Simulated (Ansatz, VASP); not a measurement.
**Mo in VASP and in Ansatz**

```xyz
1
Lattice="2.7799 0.0000 0.0000 -1.3900 2.4075 0.0000 0.0000 0.0000 2.4252" Properties=species:S:1:pos:R:3 pbc="T T T"
Mo    0.0000    0.0000    1.2126
```

Alike in both runs: task single point; functional PBEsol; k mesh 30 × 30 × 26; occupations gaussian, width 0.15 eV; no spin polarisation.

|  | VASP | Ansatz |
| --- | --- | --- |
| version | VASP 6.6.1 | Ansatz 0.2.0 |
| potentials or method | VASP PAW PBE potentials, release 64 (Mo_sv), cutoff 520 eV | scalar-relativistic, plane waves, PAW |
| valence electrons in the cell | 14 | 14 |

VASP gave:

```
gap on the k mesh at the Fermi level (eV)                     : none
pressure (GPa)                                                : 1.7
traceless stress, the component that is largest in VASP (GPa) : 8.71
```

Estimate Ansatz's values.

gap on the k mesh at the Fermi level (eV): none; pressure (GPa): 1.1; traceless stress, the component that is largest in VASP (GPa): 8.21.

VASP's potentials were made for PBE, not for PBEsol. A gap of «none» marks a metal or a gap that the smearing closes. With one functional, cell and mesh, what is left measures potentials, basis and numerics.
